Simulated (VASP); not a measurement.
# InSe (R3m) in VASP: notebook

Runs on InSe. Level: PBEsol. Tasks: electric field gradients.

Everything below comes from runs of VASP 6.6.1. Logs are shortened: lines on timing, memory, paths and dates and some standing lists are left out, and cuts for length are marked.

## Step 1: The cell of the first run

Symmetry: R3m, No. 160, trigonal system. The conventional cell has a = 4.000 Å, b = 4.000 Å, c = 24.701 Å, α = 90.00°, β = 90.00°, γ = 120.00°. In (site symmetry 3m) has 3 Se at 2.63 Å and 1 In at 2.77 Å within 3.5 Å. Within 3.5 Å of In (site symmetry 3m) lie 3 Se at 2.63 Å and 1 In at 2.77 Å. Se (site symmetry 3m) has 3 In at 2.63 Å within 3.5 Å. Se (site symmetry 3m) has 3 In at 2.63 Å within 3.5 Å.

## Step 2: Electric field gradients, PBEsol (zz strain of -1 %)

Contents of INCAR:

```
SYSTEM = InSe
PREC = Accurate ; ENCUT = 520
EDIFF = 1E-8 ; ISMEAR = -1
SIGMA = 0.01 ; LREAL = .FALSE.
LASPH = .TRUE. ; NELM = 100
ALGO = Normal ; ISIF = 2
LWAVE = .FALSE. ; LCHARG = .FALSE.
GGA = PS ; LEFG = .TRUE.
NBANDS = 27
```

Contents of KPOINTS:

```
Automatic mesh
0
G
  7 7 7
  0 0 0
```

Contents of POSCAR:

```
InSe
1.0
    1.9999996503      1.1547003365      8.2335033000
   -1.9999996503      1.1547003365      8.2335033000
    0.0000000000     -2.3094006730      8.2335033000
In Se
2 2
Direct
    0.0000000000      0.0000000000      0.0000000000
    0.1122000000      0.1122000000      0.1122000000
    0.6155000000      0.6155000000      0.6155000000
    0.8300000000      0.8300000000      0.8300000000
```

Potentials or basis: VASP PAW PBE potentials, release 64 (In_d, Se).

Started as:

```console
$ cat potpaw_PBE.64/In_d/POTCAR potpaw_PBE.64/Se/POTCAR > POTCAR
$ mpirun -np 1 vasp_std > vasp.out
```

OUTCAR:

```text
SYSTEM = InSe
   PREC = Accurate
   ENCUT = 520
   EDIFF = 1E-8
   ISMEAR = -1
   LREAL = .FALSE.
   LASPH = .TRUE.
   NELM = 100
   ISIF = 2
   GGA = PS

 ion  position               nearest neighbor table
   1  0.000  0.000  0.000-   3 2.63   3 2.63   3 2.63   2 2.77
   2  0.112  0.112  0.112-   4 2.63   4 2.63   4 2.63   1 2.77
   3  0.615  0.615  0.615-   1 2.63   1 2.63   1 2.63
   4  0.830  0.830  0.830-   2 2.63   2 2.63   2 2.63

  LATTYP: Found a trigonal (rhomboedric) cell.
 ALAT       =     8.5512518417
 COS(alpha) =     0.8905966952

  Lattice vectors:

 A1 = (   1.9999996503,   1.1547003365,   8.2335033000)
 A2 = (  -1.9999996503,   1.1547003365,   8.2335033000)
 A3 = (   0.0000000000,  -2.3094006730,   8.2335033000)

Analysis of symmetry for initial positions (statically):
=====================================================================
 Subroutine PRICEL returns:
 Original cell was already a primitive cell.

 Routine SETGRP: Setting up the symmetry group for a
 trigonal (rhombohedral) supercell.

 Subroutine GETGRP returns: Found  6 space group operations
 (whereof  6 operations were pure point group operations)
 out of a pool of 12 trial point group operations.

The static configuration has the point symmetry C_3v.

Analysis of symmetry for dynamics (positions and initial velocities):
=====================================================================
 Subroutine PRICEL returns:
 Original cell was already a primitive cell.

 Routine SETGRP: Setting up the symmetry group for a
 trigonal (rhombohedral) supercell.

 Subroutine GETGRP returns: Found  6 space group operations
 (whereof  6 operations were pure point group operations)
 out of a pool of 12 trial point group operations.

The dynamic configuration has the point symmetry C_3v.

 Subroutine INISYM returns: Found  6 space group operations
 (whereof  6 operations are pure point group operations),
 and found     1 'primitive' translations

----------------------------------------------------------------------------------------

[... 137 lines left out ...]
  ext. energy  EPLUGINS =         0.00000000
  ---------------------------------------------------
  free energy    TOTEN  =       -15.58931743 eV

  energy without entropy =      -15.58931743  energy(sigma->0) =      -15.58931743

 E-fermi :   4.3810     XC(G=0):  -9.2262

 val. band max:        4.1074460506   @ k =  -0.4286   0.4286   0.4286
 cond. band min:       4.7578636379   @ k =   0.4286   0.4286   0.4286
 fundamental gap:      0.6504175873
 Fermi energy:         4.3810310194

 k-point     1 :       0.0000    0.0000    0.0000
  band No.  band energies     occupation
      1     -10.5686      2.00000
      2     -10.3658      2.00000
      3     -10.3658      2.00000
      4     -10.2758      2.00000
      5     -10.2758      2.00000
      6     -10.2635      2.00000
[... 709 lines left out ...]
     26      10.7161      0.00000
     27      11.3005      0.00000

 [... further k-points ...]

------------------------ aborting loop because EDIFF is reached ----------------------------------------

  FORCE on cell =-STRESS in cart. coord.  units (eV):
  Direction    XX          YY          ZZ          XY          YZ          ZX
  --------------------------------------------------------------------------------------
  -------------------------------------------------------------------------------------
  Total        0.5880474      0.5880474      0.6128129      0.0000000      0.0000000      0.0000000
  in kB        8.2582451      8.2582451      8.6060399      0.0000000      0.0000000      0.0000000
  external PRESSURE =       8.3741767 kB  Pullay stress =       0.0000000 kB

 VOLUME and BASIS-vectors are now :
 -----------------------------------------------------------------------------
  energy-cutoff  :      520.00
  volume of cell :      114.09
      direct lattice vectors                 reciprocal lattice vectors
     1.999999650  1.154700336  8.233503300     0.250000044  0.144337593  0.040484994
    -1.999999650  1.154700336  8.233503300    -0.250000044  0.144337593  0.040484994
     0.000000000 -2.309400673  8.233503300     0.000000000 -0.288675185  0.040484994

 POSITION                                       TOTAL-FORCE (eV/Angst)
 -----------------------------------------------------------------------------------
      0.00000      0.00000      0.00000         0.000000      0.000000      0.119812
      0.00000      0.00000      2.77140         0.000000      0.000000     -0.119268
      0.00000      0.00000     15.20316         0.000000      0.000000     -0.106773
      0.00000      0.00000     20.50142         0.000000      0.000000      0.106229
 -----------------------------------------------------------------------------------
    total drift:                               -0.000000     -0.000000      0.000472

  FREE ENERGIE OF THE ION-ELECTRON SYSTEM (eV)
  ---------------------------------------------------
  free  energy   TOTEN  =       -15.5893174318 eV

  energy  without entropy=      -15.5893174318  energy(sigma->0) =      -15.58931743

 Electric field gradients (V/A^2)
---------------------------------------------------------------------
 ion       V_xx      V_yy      V_zz      V_xy      V_xz      V_yz
---------------------------------------------------------------------
   1      53.746    53.746  -107.492     0.000    -0.000    -0.000
   2      53.872    53.872  -107.745    -0.000    -0.000     0.000
   3      31.477    31.477   -62.953     0.000    -0.000    -0.000
   4      33.742    33.742   -67.484     0.000    -0.000     0.000
---------------------------------------------------------------------

 Electric field gradients after diagonalization (V/A^2)
 (convention: |V_zz| > |V_xx| > |V_yy|)
----------------------------------------------------------------------
 ion       V_xx      V_yy      V_zz     asymmetry (V_yy - V_xx)/ V_zz
----------------------------------------------------------------------
   1      53.746    53.746  -107.492       0.000
   2      53.872    53.872  -107.745       0.000
   3      31.477    31.477   -62.953       0.000
   4      33.742    33.742   -67.484       0.000
----------------------------------------------------------------------

           NMR quadrupolar parameters

 Cq : quadrupolar parameter    Cq=e*Q*V_zz/h
 eta: asymmetry parameters     (V_yy - V_xx)/ V_zz
 Q  : nuclear electric quadrupole moment in mb (millibarn)
----------------------------------------------------------------------
 ion       Cq(MHz)       eta       Q (mb)
----------------------------------------------------------------------
   1      -0.260       0.000       1.000
   2      -0.261       0.000       1.000
   3      -0.152       0.000       1.000
   4      -0.163       0.000       1.000
----------------------------------------------------------------------
```

OSZICAR:

```text
N       E                     dE             d eps       ncg     rms          rms(c)
DAV:   1     0.337525792188E+03    0.33753E+03   -0.17374E+04  2376   0.156E+03
DAV:   2     0.240037559816E+02   -0.31352E+03   -0.30398E+03  2395   0.386E+02
DAV:   3    -0.143137662989E+02   -0.38318E+02   -0.37678E+02  3021   0.145E+02
DAV:   4    -0.159805373322E+02   -0.16668E+01   -0.16622E+01  2829   0.311E+01
DAV:   5    -0.160514888804E+02   -0.70952E-01   -0.70939E-01  3631   0.619E+00    0.662E+00
DAV:   6    -0.156251437575E+02    0.42635E+00   -0.81450E-01  3369   0.155E+01    0.400E+00
DAV:   7    -0.155925186425E+02    0.32625E-01   -0.32125E-01  3423   0.437E+00    0.112E+00
DAV:   8    -0.155891755895E+02    0.33431E-02   -0.29021E-02  3623   0.188E+00    0.560E-01
DAV:   9    -0.155892460461E+02   -0.70457E-04   -0.46396E-03  2939   0.477E-01    0.136E-01
DAV:  10    -0.155892650631E+02   -0.19017E-04   -0.29533E-04  3293   0.127E-01    0.692E-02
DAV:  11    -0.155893187442E+02   -0.53681E-04   -0.10551E-04  2933   0.927E-02    0.191E-02
DAV:  12    -0.155893149226E+02    0.38216E-05   -0.13382E-05  3559   0.422E-02    0.129E-02
DAV:  13    -0.155893170572E+02   -0.21346E-05   -0.35438E-06  2974   0.105E-02    0.651E-03
DAV:  14    -0.155893174133E+02   -0.35607E-06   -0.10714E-06  2658   0.124E-02    0.168E-03
DAV:  15    -0.155893174406E+02   -0.27323E-07   -0.92221E-08  3042   0.241E-03    0.574E-04
DAV:  16    -0.155893174286E+02    0.12046E-07   -0.25731E-08  2255   0.972E-04    0.356E-04
DAV:  17    -0.155893174318E+02   -0.32387E-08   -0.17550E-09  1530   0.405E-04
   1 F= -.15589317E+02 E0= -.15589317E+02  d E =-.132174E-13
```

stdout:

```text
POSCAR found type information on POSCAR InSe
 POSCAR found :  2 types and       4 ions
 scaLAPACK will be used
 -----------------------------------------------------------------------------
|                                                                             |
|                                                                             |
|     You enforced a specific xc type in the INCAR file but a different       |
|     I HOPE YOU KNOW WHAT YOU ARE DOING!                                     |
|                                                                             |
 -----------------------------------------------------------------------------

 LDA part: xc-table for (Slater+PW92), standard interpolation
 POSCAR, INCAR and KPOINTS ok, starting setup
 FFT: planning ... GRIDC
 FFT: planning ... GRID_SOFT
 FFT: planning ... GRID
 WAVECAR not read
 entering main loop
ion   1

ion   2

ion   3

ion   4
```

Wall time 6.3 min (1 thread of Intel Xeon 6975P-C (Granite Rapids), shared host); peak memory 0.59 GiB.

What came out:

* Free energy: -15.5893 eV
* Pressure: 0.8 GPa
* Largest force: 0.120 eV/Å
* Band gap on the k mesh: 0.65 eV (least direct gap 0.68 eV)
* Largest electric field gradient by atom: In -107.5, -107.7; Se -63.0, -67.5 V/Å²

Forces in eV/Å, atoms in the order of the input:
```
In   0.000  0.000  0.120
In   0.000  0.000 -0.119
Se   0.000  0.000 -0.107
Se   0.000  0.000  0.106
```

Electric field gradients, principal values (V/Å²):
```
atom   least  middle  greatest (by size)
1 In  53.746  53.746            -107.492
2 In  53.872  53.872            -107.745
3 Se  31.477  31.477             -62.953
4 Se  33.742  33.742             -67.484
```

Caveat: the cell differs from its parent crystal (zz strain of -1 %); semilocal functionals underestimate gaps, and a narrow one can read as zero; without QUAD_EFG the Cq values of the log hold for a quadrupole moment of 1 mb, not for the nuclei; the PAW data sets were made with another functional, which shifts forces and pressure a little; spin-orbit coupling is left out, which moves the levels of the heavy elements. A k mesh can miss the band edges.

## Step 3: Electric field gradients, PBEsol (zz strain of +1 %)

Contents of INCAR:

```
PREC = Accurate
ENCUT = 520
EDIFF = 1E-8
ISMEAR = -1
SIGMA = 0.01
LREAL = False
LASPH = True
NELM = 60
ALGO = Normal
ISIF = 2
LWAVE = False
LCHARG = False
GGA = PS
LEFG = True
NBANDS = 27
```

Contents of KPOINTS:

```
Automatic mesh
0
Gamma
  7 7 7
```

Contents of POSCAR:

```
InSe
1.0
    1.9999996503      1.1547003365      8.3998367000
   -1.9999996503      1.1547003365      8.3998367000
    0.0000000000     -2.3094006730      8.3998367000
In Se
2 2
Direct
    0.0000000000      0.0000000000      0.0000000000
    0.1122000000      0.1122000000      0.1122000000
    0.6155000000      0.6155000000      0.6155000000
    0.8300000000      0.8300000000      0.8300000000
```

Potentials or basis: VASP PAW PBE potentials, release 64 (In_d, Se).

Started as:

```console
$ cat potpaw_PBE.64/In_d/POTCAR potpaw_PBE.64/Se/POTCAR > POTCAR
$ mpirun -np 1 vasp_std > vasp.out
```

OUTCAR:

```text
PREC = Accurate
   ENCUT = 520
   EDIFF = 1E-8
   ISMEAR = -1
   LREAL = False
   LASPH = True
   NELM = 60
   ISIF = 2
   GGA = PS

 ion  position               nearest neighbor table
   1  0.000  0.000  0.000-   3 2.64   3 2.64   3 2.64   2 2.83
   2  0.112  0.112  0.112-   4 2.64   4 2.64   4 2.64   1 2.83
   3  0.615  0.615  0.615-   1 2.64   1 2.64   1 2.64
   4  0.830  0.830  0.830-   2 2.64   2 2.64   2 2.64

  LATTYP: Found a trigonal (rhomboedric) cell.
 ALAT       =     8.7115204215
 COS(alpha) =     0.8945851204

  Lattice vectors:

 A1 = (   1.9999996503,   1.1547003365,   8.3998367000)
 A2 = (  -1.9999996503,   1.1547003365,   8.3998367000)
[... 945 lines left out ...]
 ion       V_xx      V_yy      V_zz      V_xy      V_xz      V_yz
---------------------------------------------------------------------
   1      49.204    49.204   -98.409    -0.000     0.000    -0.000
   2      49.290    49.290   -98.581    -0.000     0.000     0.000
   3      25.921    25.921   -51.843     0.000     0.000    -0.000
   4      27.748    27.748   -55.495     0.000    -0.000     0.000
---------------------------------------------------------------------

 Electric field gradients after diagonalization (V/A^2)
 (convention: |V_zz| > |V_xx| > |V_yy|)
----------------------------------------------------------------------
 ion       V_xx      V_yy      V_zz     asymmetry (V_yy - V_xx)/ V_zz
----------------------------------------------------------------------
   1      49.204    49.204   -98.409       0.000
   2      49.290    49.290   -98.581       0.000
   3      25.921    25.921   -51.843       0.000
   4      27.748    27.748   -55.495       0.000
----------------------------------------------------------------------

           NMR quadrupolar parameters

 Cq : quadrupolar parameter    Cq=e*Q*V_zz/h
 eta: asymmetry parameters     (V_yy - V_xx)/ V_zz
 Q  : nuclear electric quadrupole moment in mb (millibarn)
----------------------------------------------------------------------
 ion       Cq(MHz)       eta       Q (mb)
----------------------------------------------------------------------
   1      -0.238       0.000       1.000
   2      -0.238       0.000       1.000
   3      -0.125       0.000       1.000
   4      -0.134       0.000       1.000
----------------------------------------------------------------------
```

stdout:

```text
POSCAR found type information on POSCAR InSe
 POSCAR found :  2 types and       4 ions
 scaLAPACK will be used
 -----------------------------------------------------------------------------
|                                                                             |
|                                                                             |
|     You enforced a specific xc type in the INCAR file but a different       |
|     I HOPE YOU KNOW WHAT YOU ARE DOING!                                     |
|                                                                             |
 -----------------------------------------------------------------------------

 LDA part: xc-table for (Slater+PW92), standard interpolation
 POSCAR, INCAR and KPOINTS ok, starting setup
 FFT: planning ... GRIDC
 FFT: planning ... GRID_SOFT
 FFT: planning ... GRID
 WAVECAR not read
 entering main loop
ion   1

ion   2

ion   3

ion   4
```

Run time: 9.7 min. Hardware: 1 thread of Intel Xeon 6975P-C (Granite Rapids), shared host; peak memory 0.7 GiB.

Results:

* Free energy: -15.5889 eV
* Pressure: -0.2 GPa
* Largest force: 0.211 eV/Å
* Band gap on the k mesh: 0.67 eV (least direct gap 0.71 eV)
* Largest electric field gradient by atom: In -98.4, -98.6; Se -51.8, -55.5 V/Å²

Forces on the atoms (eV/Å):
```
In   0.000  0.000  0.211
In   0.000  0.000 -0.210
Se   0.000  0.000  0.051
Se   0.000  0.000 -0.052
```

Levels at points of the mesh, in eV from the valence-band top:
| k point | band 16 | band 17 | band 18 | band 19 | band 20 | band 21 | band 22 | band 23 |
| --- | --- | --- | --- | --- | --- | --- | --- | --- |
| (0.00, 0.00, 0.00) | -1.13 | -1.13 | -1.00 | -1.00 | 1.87 | 2.17 | 4.54 | 4.54 |

Electric field gradients, principal values (V/Å²):
```tsv
atom	least	middle	greatest (by size)
1 In	49.204	49.204	-98.409
2 In	49.290	49.290	-98.581
3 Se	25.921	25.921	-51.843
4 Se	27.748	27.748	-55.495
```

Caveat: the cell differs from its parent crystal (zz strain of +1 %); semilocal functionals underestimate gaps, and a narrow one can read as zero; without QUAD_EFG the Cq values of the log hold for a quadrupole moment of 1 mb, not for the nuclei; the PAW data sets were made with another functional, which shifts forces and pressure a little; spin-orbit coupling is left out, which moves the levels of the heavy elements. A k mesh can miss the band edges.

[end of part 1 of 3]
